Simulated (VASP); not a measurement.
# La (Im-3m) in VASP: a series of runs

Runs on La. Level: LDA. Tasks: single point.

Program: VASP 6.6.1. These are calculated values, not measurements. Logs are shortened: lines on timing, memory, paths and dates and some standing lists are left out, and cuts for length are marked.

## 1. The cell of the first run

It takes space group Im-3m (No. 229, cubic). Conventional cell: a = 4.190 Å, b = 4.190 Å, c = 4.190 Å, α = 90.00°, β = 90.00°, γ = 90.00°. La (site symmetry m-3m) has 14 La at 3.63 to 4.19 Å within 4.8 Å.

## 2. Single point, LDA (volume scaled by 0.96)

INCAR reads:

```
SYSTEM = La
ALGO = Normal
EDIFF = 1E-6
ENCUT = 520
GGA = CA
ISIF = 2
ISMEAR = -1
LASPH = .TRUE.
LCHARG = .TRUE.
LELF = .TRUE.
LREAL = .FALSE.
LVHAR = .TRUE.
LWAVE = .FALSE.
NBANDS = 12
NELM = 80
PREC = Accurate
SIGMA = 0.03
```

KPOINTS reads:

```
k-points
0
G
  11 11 11
  0 0 0
```

POSCAR reads:

```
La
1.0
   -2.0951271325      2.0951271325      2.0951271325
    2.0951271325     -2.0951271325      2.0951271325
    2.0951271325      2.0951271325     -2.0951271325
La
1
Direct
    0.0000000000      0.0000000000      0.0000000000
```

Potentials or basis: VASP PAW LDA potentials, release 64 (La).

Started as:

```
cat potpaw_LDA.64/La/POTCAR > POTCAR
mpirun -np 1 vasp_std > vasp.out
```

OUTCAR:

```text
SYSTEM = La
   EDIFF = 1E-6
   ENCUT = 520
   GGA = CA
   ISIF = 2
   ISMEAR = -1
   LASPH = .TRUE.
   LREAL = .FALSE.
   NELM = 80
   PREC = Accurate

 ion  position               nearest neighbor table
   1  0.000  0.000  0.000-

  LATTYP: Found a body centered cubic cell.
 ALAT       =     4.1902542650

  Lattice vectors:

 A1 = (  -2.0951271325,   2.0951271325,   2.0951271325)
 A2 = (   2.0951271325,  -2.0951271325,   2.0951271325)
 A3 = (   2.0951271325,   2.0951271325,  -2.0951271325)

Analysis of symmetry for initial positions (statically):
=====================================================================
 Subroutine PRICEL returns:
 Original cell was already a primitive cell.

 Routine SETGRP: Setting up the symmetry group for a
 body centered cubic supercell.

 Subroutine GETGRP returns: Found 48 space group operations
 (whereof 48 operations were pure point group operations)
 out of a pool of 48 trial point group operations.

The static configuration has the point symmetry O_h .

Analysis of symmetry for dynamics (positions and initial velocities):
=====================================================================
 Subroutine PRICEL returns:
 Original cell was already a primitive cell.

 Routine SETGRP: Setting up the symmetry group for a
 body centered cubic supercell.

 Subroutine GETGRP returns: Found 48 space group operations
 (whereof 48 operations were pure point group operations)
 out of a pool of 48 trial point group operations.

The dynamic configuration has the point symmetry O_h .

 Subroutine INISYM returns: Found 48 space group operations
 (whereof 48 operations are pure point group operations),
 and found     1 'primitive' translations

----------------------------------------------------------------------------------------

                                     Primitive cell

  volume of cell :      36.7867

  direct lattice vectors                    reciprocal lattice vectors
    -2.095127133  2.095127133  2.095127133     0.000000000  0.238649002  0.238649002
     2.095127133 -2.095127133  2.095127133     0.238649002  0.000000000  0.238649002
     2.095127133  2.095127133 -2.095127133     0.238649002  0.238649002  0.000000000

  length of vectors
     3.628866642  3.628866642  3.628866642     0.337500656  0.337500656  0.337500656

  position of ions in fractional coordinates (direct lattice)
     0.000000000  0.000000000  0.000000000

  ion indices of the primitive-cell ions
   primitive index   ion index
                 1           1

----------------------------------------------------------------------------------------

 KPOINTS: k-points

Automatic generation of k-mesh.
 Grid dimensions read from file:
 generate k-points for:   11   11   11

 Generating k-lattice:

  Cartesian coordinates                     Fractional coordinates (reciprocal lattice)
     0.000000000  0.021695364  0.021695364     0.090909091  0.000000000  0.000000000
     0.021695364  0.000000000  0.021695364     0.000000000  0.090909091  0.000000000
     0.021695364  0.021695364  0.000000000     0.000000000  0.000000000  0.090909091

  Length of vectors
     0.030681878  0.030681878  0.030681878

  Shift w.r.t. Gamma in fractional coordinates (k-lattice)
     0.000000000  0.000000000  0.000000000

 Subroutine IBZKPT returns following result:
 ===========================================

 Found     56 irreducible k-points:

 Following reciprocal coordinates:
            Coordinates               Weight
  0.000000  0.000000  0.000000      1.000000
  0.090909  0.000000  0.000000     12.000000
  0.181818  0.000000  0.000000     12.000000
  0.272727  0.000000  0.000000     12.000000
  0.363636  0.000000  0.000000     12.000000
  0.454545  0.000000  0.000000     12.000000
[... 16 lines left out ...]
  0.272727  0.181818  0.090909     48.000000
  0.363636  0.181818  0.090909     24.000000
 [... further k-points ...]
   k-points           NKPTS =     56   k-points in BZ     NKDIM =     56   number of bands    NBANDS=     12
   number of dos      NEDOS =    301   number of ions     NIONS =      1
   total plane-waves  NPLWV =  21952
   dimension x,y,z NGX =    28 NGY =   28 NGZ =   28
   dimension x,y,z NGXF=    56 NGYF=   56 NGZF=   56
   ions per type =               1
   NGX,Y,Z   is equivalent  to a cutoff of  12.83, 12.83, 12.83 a.u.
   NGXF,Y,Z  is equivalent  to a cutoff of  25.65, 25.65, 25.65 a.u.
 SYSTEM =  La
   PREC   = accura    normal or accurate (medium, high low for compatibility)
   ISTART =      0    job   : 0-new  1-cont  2-samecut
   ICHARG =      2    charge: 1-file 2-atom 10-const
   ISPIN  =      1    spin polarized calculation?
   LNONCOLLINEAR =      F non collinear calculations
   LSORBIT =      F    spin-orbit coupling
   LASPH  =      T    aspherical Exc in radial PAW
   ENCUT  =  520.0 eV  38.22 Ry    6.18 a.u.   6.75  6.75  6.75*2*pi/ulx,y,z
   NELM   =     80;   NELMIN=  2; NELMDL= -5     # of ELM steps
   EDIFF  = 0.1E-05   stopping-criterion for ELM
   LREAL  =      F    real-space projection
   EDIFFG = 0.1E-04   stopping-criterion for IOM
   NSW    =      0    number of steps for IOM
   IBRION =     -1    ionic relax: 0-MD 1-quasi-New 2-CG
   NFREE  =      0    steps in history (QN), initial steepest desc. (CG)
   ISIF   =      2    stress and relaxation
   ISYM   =      2    0-nonsym 1-usesym 2-fastsym
   POTIM  = 0.5000    time-step for ionic-motion
   TEBEG  =    0.0;   TEEND  =   0.0 temperature during run
   PSTRESS=    0.0 pullay stress
   NELECT =      11.0000    total number of electrons
   NUPDOWN=      -1.0000    fix difference up-down
   EMIN   =  10.00;   EMAX   =-10.00  energy-range for DOS
   EFERMI =   0.00;   METHOD = LEGACY
   ISMEAR =    -1;   SIGMA  =   0.03  broadening in eV -4-tet -1-fermi 0-gaus
   EFERMI_NEDOS =   21; number of points for ismear=-14 and -15
   IALGO  =     38    algorithm
   IMIX   =      4    mixing-type and parameters
     AMIX     =   0.40;   BMIX     =  1.00
     AMIX_MAG =   1.60;   BMIX_MAG =  1.00
  volume/ion in A,a.u.               =      36.79       248.25
  Fermi-wavevector in a.u.,A,eV,Ry     =   1.094734  2.068748 16.305806  1.198443
  Thomas-Fermi vector in A             =   2.231045
   LORBIT       =      0    0 simple, 1 ext, 2 COOP (PROOUT), +10 PAW based schemes
   GGA     = CA    functional components
   LHFCALC =     F    Hartree Fock is set to
   AEXX    =    0.0000 exact exchange contribution
   IVDW    =     0    specifies the selected vdW correction
   LEPSILON=     F    determine dielectric tensor
   LRPA    =     F    only Hartree local field effects (RPA)
 non-spin polarized calculation
  energy-cutoff  :      520.00
  volume of cell :       36.79
 maximum number of plane-waves:      1008
   NGX = 13   NGY = 13   NGZ = 13

 number of electron      11.0000002 magnetization

 Free energy of the ion-electron system (eV)
  ---------------------------------------------------
  ext. energy  EPLUGINS =         0.00000000
  ---------------------------------------------------
  free energy    TOTEN  =        -5.39270279 eV

  energy without entropy =       -5.37900321  energy(sigma->0) =       -5.38585300

 E-fermi :   7.7315     XC(G=0):  -9.8039

 val. band max:        7.7286376452   @ k =   0.1818   0.1818   0.1818
 cond. band min:       7.7572645080   @ k =  -0.3636   0.3636   0.1818
 fundamental gap:      0.0286268628
 Fermi energy:         7.7314569703

 k-point     1 :       0.0000    0.0000    0.0000
  band No.  band energies     occupation
      1     -25.0213      2.00000
      2      -7.9731      2.00000
      3      -7.9731      2.00000
      4      -7.9731      2.00000
      5       4.5509      2.00000
      6       9.0830      0.00000
      7       9.0830      0.00000
      8       9.0830      0.00000
      9       9.2096      0.00000
     10       9.2096      0.00000
     11       9.2096      0.00000
     12       9.8017      0.00000

 k-point     2 :       0.0909    0.0000    0.0000
  band No.  band energies     occupation
      1     -25.0043      2.00000
      2      -8.1034      2.00000
      3      -8.0111      2.00000
      4      -7.9747      2.00000
      5       4.8153      2.00000
      6       8.7717      0.00000
      7       8.7883      0.00000
      8       9.0768      0.00000
      9       9.2603      0.00000
     10       9.3992      0.00000
     11       9.4053      0.00000
     12       9.7777      0.00000

 k-point     3 :       0.1818    0.0000    0.0000
  band No.  band energies     occupation
      1     -24.9584      2.00000
      2      -8.4361      2.00000
      3      -8.1108      2.00000
      4      -7.9791      2.00000
      5       5.4693      2.00000
      6       8.3819      0.00000
      7       8.3953      0.00000
      8       9.0662      0.00000
      9       9.3294      0.00000
     10       9.4889      0.00000
     11       9.5439      0.00000
     12       9.7772      0.00000
[... 286 lines left out ...]
 k-point    23 :       0.2727    0.1818    0.0909
  band No.  band energies     occupation
      1     -24.8016      2.00000
      2      -9.1668      2.00000
      3      -8.5499      2.00000
      4      -8.2189      2.00000
      5       7.0568      2.00000
      6       7.6988      1.49632
      7       8.6463      0.00000
      8       9.3596      0.00000
      9       9.4442      0.00000
     10       9.5857      0.00000
     11       9.6083      0.00000
     12       9.7431      0.00000

 k-point    24 :       0.3636    0.1818    0.0909
  band No.  band energies     occupation
      1     -24.7889      2.00000
      2      -9.1751      2.00000
      3      -8.6429      2.00000
      4      -8.2303      2.00000
      5       6.9998      2.00000
      6       7.6891      1.60776
      7       9.0653      0.00000
      8       9.3484      0.00000
      9       9.4082      0.00000
     10       9.6100      0.00000
     11       9.6738      0.00000
     12       9.6908      0.00000

 [... further k-points ...]
[... 5 lines left out ...]
  --------------------------------------------------------------------------------------
  -------------------------------------------------------------------------------------
  Total       -0.6481204     -0.6481204     -0.6481204      0.0000000      0.0000000     -0.0000000
  in kB      -28.2276755    -28.2276755    -28.2276755      0.0000000      0.0000000     -0.0000000
  external PRESSURE =     -28.2276755 kB  Pullay stress =       0.0000000 kB

 VOLUME and BASIS-vectors are now :
 -----------------------------------------------------------------------------
  energy-cutoff  :      520.00
  volume of cell :       36.79
      direct lattice vectors                 reciprocal lattice vectors
    -2.095127133  2.095127133  2.095127133     0.000000000  0.238649002  0.238649002
     2.095127133 -2.095127133  2.095127133     0.238649002  0.000000000  0.238649002
     2.095127133  2.095127133 -2.095127133     0.238649002  0.238649002  0.000000000

 POSITION                                       TOTAL-FORCE (eV/Angst)
 -----------------------------------------------------------------------------------
      0.00000      0.00000      0.00000        -0.000000     -0.000000      0.000000
 -----------------------------------------------------------------------------------
    total drift:                               -0.000000     -0.000000      0.000000

  FREE ENERGIE OF THE ION-ELECTRON SYSTEM (eV)
  ---------------------------------------------------
  free  energy   TOTEN  =        -5.3927027876 eV

  energy  without entropy=       -5.3790032149  energy(sigma->0) =       -5.38585300
```

Wall time 24 s (1 thread of Intel Xeon Platinum 8375C at 2.90GHz (Ice Lake), shared host); peak memory 0.16 GiB.

What came out:

| Quantity | Value |
| --- | --- |
| Free energy | -5.3927 eV |
| Pressure | -2.8 GPa |

Levels at points of the mesh, in eV from the Fermi level:
```tsv
k point	band 1	band 2	band 3	band 4	band 5	band 6	band 7	band 8	band 9	band 10
(0.00, 0.00, 0.00)	-32.75	-15.70	-15.70	-15.70	-3.18	1.35	1.35	1.35	1.48	1.48
```

Caveat: spin-orbit coupling is left out, which moves the levels of the heavy elements.

## 3. Single point, LDA (volume scaled by 0.98)

INCAR reads:

```
PREC = Accurate
ENCUT = 520
EDIFF = 1E-6
ISMEAR = -1
SIGMA = 0.03
LREAL = F
LASPH = T
NELM = 100
ALGO = Normal
ISIF = 2
LWAVE = F
LCHARG = T
LELF = T
LVHAR = T
NBANDS = 12
```

KPOINTS reads:

```
regular mesh
0
Gamma
  11 11 11
```

POSCAR reads:

```
La
1.0
   -2.1095767417      2.1095767417      2.1095767417
    2.1095767417     -2.1095767417      2.1095767417
    2.1095767417      2.1095767417     -2.1095767417
La
1
Direct
    0.0000000000      0.0000000000      0.0000000000
```

Potentials or basis: VASP PAW LDA potentials, release 64 (La).

Started as:

```
cat potpaw_LDA.64/La/POTCAR > POTCAR
mpirun -np 1 vasp_std > vasp.out
```

It took 24 s on 1 thread of Intel Xeon Platinum 8375C at 2.90GHz (Ice Lake), shared host; peak memory 0.17 GiB.

Results (log left out):

- Free energy: -5.3783 eV
- Pressure: -3.2 GPa

Levels at points of the mesh, in eV from the Fermi level:
```
           k point  band 2  band 3  band 4  band 5  band 6  band 7  band 8  band 9
(0.00, 0.00, 0.00)  -15.78  -15.78  -15.78   -3.20    1.32    1.32    1.32    1.46
```

Caveat: spin-orbit coupling is left out, which moves the levels of the heavy elements.
